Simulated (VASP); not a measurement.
# AlN (F-43m) in VASP: a series of runs

Aim: see how the results for AlN move with the level of theory and the settings. Levels: PBE, PBEsol, LDA, r2SCAN, HSE06. Tasks: relaxation of cell and atoms, single point.

All numbers are computed with VASP 6.6.1; they aren't measurements. Logs are shortened: lines on timing, memory, paths and dates and some standing lists are left out, and cuts for length are marked.

### Step 1. The cell of the first run

It takes space group F-43m (No. 216, cubic). Conventional cell: a = 4.368 Å, b = 4.368 Å, c = 4.368 Å, α = 90.00°, β = 90.00°, γ = 90.00°. Within 2.5 Å of Al (site symmetry -43m) lie 4 N at 1.89 Å. N (site symmetry -43m) has 4 Al at 1.89 Å within 2.5 Å.

### Step 2. Relaxation of cell and atoms, PBE

Input file INCAR:

```
PREC     = Accurate       # precision mode
ENCUT    = 600            # plane-wave cutoff, eV
EDIFF    = 1E-6           # SCF threshold, eV
ISMEAR   = -1             # smearing method
SIGMA    = 0.02           # smearing width, eV
LREAL    = F              # projectors in reciprocal space
LASPH    = T              # aspherical terms in the spheres
NELM     = 100            # most SCF steps
ALGO     = Normal         # electronic algorithm
ISIF     = 3              # what is computed and relaxed
LWAVE    = F              # write WAVECAR
LCHARG   = F              # write CHGCAR
GGA      = PE             # functional
IBRION   = 2              # ionic algorithm
NSW      = 80             # ionic steps
EDIFFG   = -0.005         # ionic threshold
```

Input file KPOINTS:

```
regular mesh
0
Gamma
  10 10 10
```

Input file POSCAR:

```
AlN
1.0
    0.0000000000      2.1839935596      2.1839935596
    2.1839935596      0.0000000000      2.1839935596
    2.1839935596      2.1839935596      0.0000000000
Al N
1 1
Direct
    0.0000000000      0.0000000000      0.0000000000
    0.7500000000      0.7500000000      0.7500000000
```

Potentials or basis: VASP PAW PBE potentials, release 64 (Al, N).

Started as:

```sh
> cat potpaw_PBE.64/Al/POTCAR potpaw_PBE.64/N/POTCAR > POTCAR
> mpirun -np 1 vasp_std > vasp.out
```

OUTCAR:

```text
PREC = Accurate
   ENCUT = 600
   EDIFF = 1E-6
   ISMEAR = -1
   LREAL = F
   LASPH = T
   NELM = 100
   ISIF = 3
   GGA = PE
   IBRION = 2
   NSW = 80
   EDIFFG = -0.005

 ion  position               nearest neighbor table
   1  0.000  0.000  0.000-   2 1.89   2 1.89   2 1.89   2 1.89
   2  0.750  0.750  0.750-   1 1.89   1 1.89   1 1.89   1 1.89

  LATTYP: Found a face centered cubic cell.
 ALAT       =     4.3679871192

  Lattice vectors:

 A1 = (   0.0000000000,   2.1839935596,   2.1839935596)
 A2 = (   2.1839935596,   0.0000000000,   2.1839935596)
 A3 = (   2.1839935596,   2.1839935596,   0.0000000000)

Analysis of symmetry for initial positions (statically):
=====================================================================
 Subroutine PRICEL returns:
 Original cell was already a primitive cell.

 Routine SETGRP: Setting up the symmetry group for a
 face centered cubic supercell.

 Subroutine GETGRP returns: Found 24 space group operations
 (whereof 24 operations were pure point group operations)
 out of a pool of 48 trial point group operations.

The static configuration has the point symmetry T_d .

Analysis of symmetry for dynamics (positions and initial velocities):
=====================================================================
 Subroutine PRICEL returns:
 Original cell was already a primitive cell.

 Routine SETGRP: Setting up the symmetry group for a
 face centered cubic supercell.

 Subroutine GETGRP returns: Found 24 space group operations
 (whereof 24 operations were pure point group operations)
 out of a pool of 48 trial point group operations.

The dynamic configuration has the point symmetry T_d .

 Subroutine INISYM returns: Found 24 space group operations
 (whereof 24 operations are pure point group operations),
 and found     1 'primitive' translations

----------------------------------------------------------------------------------------

                                     Primitive cell

  volume of cell :      20.8345

  direct lattice vectors                    reciprocal lattice vectors
     0.000000000  2.183993560  2.183993560    -0.228938404  0.228938404  0.228938404
     2.183993560  0.000000000  2.183993560     0.228938404 -0.228938404  0.228938404
     2.183993560  2.183993560  0.000000000     0.228938404  0.228938404 -0.228938404

  length of vectors
     3.088633312  3.088633312  3.088633312     0.396532948  0.396532948  0.396532948

  position of ions in fractional coordinates (direct lattice)
     0.000000000  0.000000000  0.000000000
     0.750000000  0.750000000  0.750000000

  ion indices of the primitive-cell ions
   primitive index   ion index
                 1           1
                 2           2

----------------------------------------------------------------------------------------

 KPOINTS: regular mesh

Automatic generation of k-mesh.
 Grid dimensions read from file:
 generate k-points for:   10   10   10

 Generating k-lattice:

  Cartesian coordinates                     Fractional coordinates (reciprocal lattice)
    -0.022893840  0.022893840  0.022893840     0.100000000  0.000000000  0.000000000
     0.022893840 -0.022893840  0.022893840     0.000000000  0.100000000  0.000000000
     0.022893840  0.022893840 -0.022893840     0.000000000  0.000000000  0.100000000

  Length of vectors
     0.039653295  0.039653295  0.039653295

  Shift w.r.t. Gamma in fractional coordinates (k-lattice)
     0.000000000  0.000000000  0.000000000

 Subroutine IBZKPT returns following result:
 ===========================================

 Found     47 irreducible k-points:

 Following reciprocal coordinates:
            Coordinates               Weight
  0.000000  0.000000  0.000000      1.000000
  0.100000  0.000000  0.000000      8.000000
  0.200000  0.000000  0.000000      8.000000
  0.300000  0.000000  0.000000      8.000000
  0.400000  0.000000  0.000000      8.000000
  0.500000  0.000000  0.000000      4.000000
[... 16 lines left out ...]
  0.300000  0.300000  0.000000      6.000000
  0.400000  0.300000  0.000000     24.000000
 [... further k-points ...]
   k-points           NKPTS =     47   k-points in BZ     NKDIM =     47   number of bands    NBANDS=      8
   number of dos      NEDOS =    301   number of ions     NIONS =      2
   total plane-waves  NPLWV =  21952
   dimension x,y,z NGX =    28 NGY =   28 NGZ =   28
   dimension x,y,z NGXF=    56 NGYF=   56 NGZF=   56
   ions per type =               1   1
   NGX,Y,Z   is equivalent  to a cutoff of  15.07, 15.07, 15.07 a.u.
   NGXF,Y,Z  is equivalent  to a cutoff of  30.14, 30.14, 30.14 a.u.
 SYSTEM =  unknown system
   PREC   = accura    normal or accurate (medium, high low for compatibility)
   ISTART =      0    job   : 0-new  1-cont  2-samecut
   ICHARG =      2    charge: 1-file 2-atom 10-const
   ISPIN  =      1    spin polarized calculation?
   LNONCOLLINEAR =      F non collinear calculations
   LSORBIT =      F    spin-orbit coupling
   LASPH  =      T    aspherical Exc in radial PAW
   ENCUT  =  600.0 eV  44.10 Ry    6.64 a.u.   6.17  6.17  6.17*2*pi/ulx,y,z
   NELM   =    100;   NELMIN=  2; NELMDL= -5     # of ELM steps
   EDIFF  = 0.1E-05   stopping-criterion for ELM
   LREAL  =      F    real-space projection
   EDIFFG = -.5E-02   stopping-criterion for IOM
   NSW    =     80    number of steps for IOM
   IBRION =      2    ionic relax: 0-MD 1-quasi-New 2-CG
   NFREE  =      1    steps in history (QN), initial steepest desc. (CG)
   ISIF   =      3    stress and relaxation
   ISYM   =      2    0-nonsym 1-usesym 2-fastsym
   POTIM  = 0.5000    time-step for ionic-motion
   TEBEG  =    0.0;   TEEND  =   0.0 temperature during run
   PSTRESS=    0.0 pullay stress
   NELECT =       8.0000    total number of electrons
   NUPDOWN=      -1.0000    fix difference up-down
   EMIN   =  10.00;   EMAX   =-10.00  energy-range for DOS
   EFERMI =   0.00;   METHOD = LEGACY
   ISMEAR =    -1;   SIGMA  =   0.02  broadening in eV -4-tet -1-fermi 0-gaus
   EFERMI_NEDOS =   21; number of points for ismear=-14 and -15
   IALGO  =     38    algorithm
   IMIX   =      4    mixing-type and parameters
     AMIX     =   0.40;   BMIX     =  1.00
     AMIX_MAG =   1.60;   BMIX_MAG =  1.00
  volume/ion in A,a.u.               =      10.42        70.30
  Fermi-wavevector in a.u.,A,eV,Ry     =   1.189899  2.248583 19.263943  1.415860
  Thomas-Fermi vector in A             =   2.325996
   LORBIT       =      0    0 simple, 1 ext, 2 COOP (PROOUT), +10 PAW based schemes
   GGA     = PE    functional components
   LHFCALC =     F    Hartree Fock is set to
   AEXX    =    0.0000 exact exchange contribution
   IVDW    =     0    specifies the selected vdW correction
   LEPSILON=     F    determine dielectric tensor
   LRPA    =     F    only Hartree local field effects (RPA)
 conjugate gradient relaxation of ions
 non-spin polarized calculation
  energy-cutoff  :      600.00
  volume of cell :       20.83
 maximum number of plane-waves:       725
 NGX is ok and might be reduce to    28
   NGX = 13   NGY = 13   NGZ = 13

--------------------------------------- Ionic step        1  -------------------------------------------

 number of electron       7.9999999 magnetization

 Free energy of the ion-electron system (eV)
  ---------------------------------------------------
  ext. energy  EPLUGINS =         0.00000000
  ---------------------------------------------------
  free energy    TOTEN  =       -14.84195166 eV

  energy without entropy =      -14.84195166  energy(sigma->0) =      -14.84195166

------------------------ aborting loop because EDIFF is reached ----------------------------------------

  FORCE on cell =-STRESS in cart. coord.  units (eV):
  Direction    XX          YY          ZZ          XY          YZ          ZX
  --------------------------------------------------------------------------------------
  -------------------------------------------------------------------------------------
  Total        0.5816440      0.5816440      0.5816440     -0.0000000      0.0000000     -0.0000000
  in kB       44.7284423     44.7284423     44.7284423     -0.0000000      0.0000000     -0.0000000
  external PRESSURE =      44.7284423 kB  Pullay stress =       0.0000000 kB

 VOLUME and BASIS-vectors are now :
 -----------------------------------------------------------------------------
  energy-cutoff  :      600.00
  volume of cell :       20.83
      direct lattice vectors                 reciprocal lattice vectors
     0.000000000  2.183993560  2.183993560    -0.228938404  0.228938404  0.228938404
     2.183993560  0.000000000  2.183993560     0.228938404 -0.228938404  0.228938404
     2.183993560  2.183993560  0.000000000     0.228938404  0.228938404 -0.228938404
[... 37 lines left out ...]
 POSITION                                       TOTAL-FORCE (eV/Angst)
 -----------------------------------------------------------------------------------
      2.21464      4.42927      2.21464         0.000000      0.000000      0.000000
      3.32195      3.32195      3.32195        -0.000000     -0.000000     -0.000000
 -----------------------------------------------------------------------------------
    total drift:                               -0.000000     -0.000000     -0.000000

  FREE ENERGIE OF THE ION-ELECTRON SYSTEM (eV)
  ---------------------------------------------------
  free  energy   TOTEN  =       -14.8433931052 eV

  energy  without entropy=      -14.8433931052  energy(sigma->0) =      -14.84339311

--------------------------------------- Ionic step        3  -------------------------------------------

 number of electron       8.0000000 magnetization

 Free energy of the ion-electron system (eV)
  ---------------------------------------------------
  ext. energy  EPLUGINS =         0.00000000
  ---------------------------------------------------
  free energy    TOTEN  =       -14.84832682 eV

  energy without entropy =      -14.84832682  energy(sigma->0) =      -14.84832682

 E-fermi :   6.1793     XC(G=0): -10.8374

 val. band max:        5.7620986843   @ k =   0.0000   0.0000   0.0000
 cond. band min:       9.0687807671   @ k =   0.5000   0.5000   0.0000
 fundamental gap:      3.3066820828
 Fermi energy:         6.1792992592

 k-point     1 :       0.0000    0.0000    0.0000
  band No.  band energies     occupation
      1      -9.0918      2.00000
      2       5.7621      2.00000
      3       5.7621      2.00000
      4       5.7621      2.00000
      5       9.7634      0.00000
      6      18.1049      0.00000
      7      18.1049      0.00000
      8      18.1049      0.00000

 k-point     2 :       0.1000    0.0000    0.0000
  band No.  band energies     occupation
      1      -8.9492      2.00000
      2       4.9512      2.00000
      3       5.7108      2.00000
      4       5.7108      2.00000
      5      10.4302      0.00000
      6      17.7175      0.00000
      7      18.2360      0.00000
      8      18.2360      0.00000
[... 221 lines left out ...]
 k-point    23 :       0.3000    0.3000    0.0000
  band No.  band energies     occupation
      1      -7.5918      2.00000
      2       2.2762      2.00000
      3       4.5397      2.00000
      4       4.5397      2.00000
      5      11.0209      0.00000
      6      15.3081      0.00000
      7      17.4131      0.00000
      8      20.0126      0.00000

 k-point    24 :       0.4000    0.3000    0.0000
  band No.  band energies     occupation
      1      -7.1448      2.00000
      2       1.6585      2.00000
      3       4.0845      2.00000
      4       4.3780      2.00000
      5      10.6288      0.00000
      6      15.1478      0.00000
      7      17.7544      0.00000
      8      20.1081      0.00000

 [... further k-points ...]

------------------------ aborting loop because EDIFF is reached ----------------------------------------

  FORCE on cell =-STRESS in cart. coord.  units (eV):
  Direction    XX          YY          ZZ          XY          YZ          ZX
  --------------------------------------------------------------------------------------
  -------------------------------------------------------------------------------------
  Total       -0.0001261     -0.0001261     -0.0001261     -0.0000000      0.0000000     -0.0000000
  in kB       -0.0094881     -0.0094881     -0.0094881     -0.0000000      0.0000000     -0.0000000
  external PRESSURE =      -0.0094881 kB  Pullay stress =       0.0000000 kB

 VOLUME and BASIS-vectors are now :
 -----------------------------------------------------------------------------
  energy-cutoff  :      600.00
  volume of cell :       21.30
      direct lattice vectors                 reciprocal lattice vectors
     0.000000000  2.200189984  2.200189984    -0.227253102  0.227253102  0.227253102
     2.200189984 -0.000000000  2.200189984     0.227253102 -0.227253102  0.227253102
     2.200189984  2.200189984 -0.000000000     0.227253102  0.227253102 -0.227253102

 POSITION                                       TOTAL-FORCE (eV/Angst)
 -----------------------------------------------------------------------------------
      0.00000     -0.00000      0.00000         0.000000     -0.000000     -0.000000
      3.30028      3.30028      3.30028        -0.000000      0.000000      0.000000
 -----------------------------------------------------------------------------------
    total drift:                               -0.000000     -0.000000     -0.000000

  FREE ENERGIE OF THE ION-ELECTRON SYSTEM (eV)
  ---------------------------------------------------
  free  energy   TOTEN  =       -14.8483268185 eV

  energy  without entropy=      -14.8483268185  energy(sigma->0) =      -14.84832682

 reached required accuracy - stopping structural energy minimisation
```

It took 45 s on 1 thread of Intel Xeon 8259CL, shared host; peak memory 0.16 GiB.

Results:

```yaml
Free_energy: -14.8483 eV
Relaxed_volume: 10.65 Å³/atom
Relaxed_cell: a = 3.112 Å, b = 3.112 Å, c = 3.112 Å, α = 60.00°, β = 60.00°, γ = 60.00°
Space_group_after_relaxing_to_0.1_Å: F-43m (No. 216)
Energy_gained_by_relaxing: 3.2 meV/atom
Ionic_steps: 3
Pressure_after_relaxing: 0.0 GPa
Band_gap_on_the_k_mesh: 3.31 eV (least direct gap 4.00 eV)
```

Step by step:
```tsv
step	energy change (eV)	largest force (eV/Å)	pressure (GPa)	volume (Å³)
1	0.0000	0.0000	4.47	20.83
2	-0.0014	0.0000	-3.68	21.72
3	-0.0064	0.0000	0.00	21.30
```

Final structure:
```xyz
2
Lattice="0.0000 2.2002 2.2002 2.2002 0.0000 2.2002 2.2002 2.2002 0.0000" Properties=species:S:1:pos:R:3 pbc="T T T"
Al    0.0000    0.0000    0.0000
N     3.3003    3.3003    3.3003
```

### Step 3. Relaxation of cell and atoms, PBEsol

This run uses another cell than the first one, of 10.67 Å³/atom.

Input file INCAR:

```
ALGO = Normal ; EDIFF = 1E-6
EDIFFG = -0.005 ; ENCUT = 600
GGA = PS ; IBRION = 2
ISIF = 3 ; ISMEAR = -1
LASPH = T ; LCHARG = F
LREAL = F ; LWAVE = F
NELM = 60 ; NSW = 80
PREC = Accurate ; SIGMA = 0.02
```

Input file KPOINTS:

```
k-points
0
Gamma
  10 10 10
```

Input file POSCAR:

```
AlN
1.0
    0.0000000000      2.2015871033      2.2015871033
    2.2015871033      0.0000000000      2.2015871033
    2.2015871033      2.2015871033      0.0000000000
Al N
1 1
Direct
    0.0000000000      0.0000000000      0.0000000000
    0.7500000000      0.7500000000      0.7500000000
```

Potentials or basis: VASP PAW PBE potentials, release 64 (Al, N).

Started as:

```sh
> cat potpaw_PBE.64/Al/POTCAR potpaw_PBE.64/N/POTCAR > POTCAR
> mpirun -np 1 vasp_std > vasp.out
```

It took 46 s on 1 thread of Intel Xeon 8259CL, shared host; peak memory 0.15 GiB.

It converged, with:

```yaml
Free_energy: -15.6135 eV
Relaxed_volume: 10.48 Å³/atom
Relaxed_cell: a = 3.095 Å, b = 3.095 Å, c = 3.095 Å, α = 60.00°, β = 60.00°, γ = 60.00°
Space_group_after_relaxing_to_0.1_Å: F-43m (No. 216)
Energy_gained_by_relaxing: 2.2 meV/atom
Ionic_steps: 3
Pressure_after_relaxing: 0.0 GPa
Band_gap_on_the_k_mesh: 3.18 eV (least direct gap 4.08 eV)
```

The path:
```tsv
step	energy change (eV)	largest force (eV/Å)	pressure (GPa)	volume (Å³)
1	0.0000	0.0000	-3.55	21.34
2	-0.0008	0.0000	3.39	20.62
3	-0.0043	0.0000	-0.01	20.96
```

Final structure:
```xyz
2
Lattice="0.0000 2.1883 2.1883 2.1883 0.0000 2.1883 2.1883 2.1883 0.0000" Properties=species:S:1:pos:R:3 pbc="T T T"
Al    0.0000    0.0000    0.0000
N     3.2824    3.2824    3.2824
```

Levels at points of the mesh, in eV from the valence-band top:
```tsv
k point	band 1	band 2	band 3	band 4	band 5	band 6	band 7	band 8
(0.00, 0.00, 0.00)	-14.92	0.00	0.00	0.00	4.08	12.41	12.41	12.41
(0.50, 0.00, 0.00)	-12.86	-5.89	-0.48	-0.48	7.23	9.73	11.00	11.00
(0.50, 0.50, 0.00)	-12.22	-4.93	-1.78	-1.78	3.18	8.45	13.79	15.55
```

Caveat: the PAW data sets were made with another functional, which shifts forces and pressure a little. A k mesh can miss the band edges.

### Step 4. Relaxation of cell and atoms, LDA

This run uses another cell than the first one, of 10.67 Å³/atom.

Input file INCAR:

```
PREC = Accurate
ENCUT = 600
EDIFF = 1E-6
ISMEAR = -1
SIGMA = 0.02
LREAL = False
LASPH = True
NELM = 100
ALGO = Normal
ISIF = 3
LWAVE = False
LCHARG = False
GGA = CA
IBRION = 2
NSW = 80
EDIFFG = -0.005
```

Input file KPOINTS:

```
Automatic mesh
0
Gamma
  10 10 10
```

POSCAR is that of step 3.

Potentials or basis: VASP PAW LDA potentials, release 64 (Al, N).

Started as:

```sh
> cat potpaw_LDA.64/Al/POTCAR potpaw_LDA.64/N/POTCAR > POTCAR
> mpirun -np 1 vasp_std > vasp.out
```

Run time: 39 s. Hardware: 1 thread of Intel Xeon 8259CL, shared host; peak memory 0.14 GiB.

It converged, with:

```
Free energy                           : -16.3771 eV
Relaxed volume                        : 10.26 Å³/atom
Relaxed cell                          : a = 3.073 Å, b = 3.073 Å, c = 3.073 Å, α = 60.00°, β = 60.00°, γ = 60.00°
Space group after relaxing (to 0.1 Å) : F-43m (No. 216)
Energy gained by relaxing             : 10.2 meV/atom
Ionic steps                           : 3
Pressure after relaxing               : 0.0 GPa
Band gap on the k mesh                : 3.23 eV (least direct gap 4.37 eV)
```

Step by step:
```
step  energy change (eV)  largest force (eV/Å)  pressure (GPa)  volume (Å³)
   1              0.0000                0.0000           -7.67        21.34
   2             -0.0029                0.0000            8.07        19.80
   3             -0.0204                0.0000           -0.05        20.52
```

Final structure:
```
CELL_PARAMETERS angstrom
0.00000 2.17304 2.17304
2.17304 0.00000 2.17304
2.17304 2.17304 0.00000
ATOMIC_POSITIONS crystal
Al 0.00000 0.00000 0.00000
N 0.75000 0.75000 0.75000
```

Levels at points of the mesh, in eV from the valence-band top:
```csv
k point,band 1,band 2,band 3,band 4,band 5,band 6,band 7,band 8
"(0.00, 0.00, 0.00)",-14.91,0.00,0.00,0.00,4.37,12.48,12.48,12.48
"(0.50, 0.00, 0.00)",-12.75,-5.97,-0.49,-0.49,7.41,9.87,11.06,11.06
"(0.50, 0.50, 0.00)",-12.07,-5.00,-1.81,-1.81,3.23,8.50,13.96,15.67
```

A k mesh can miss the band edges.

(Continued in part 2 of 2.)
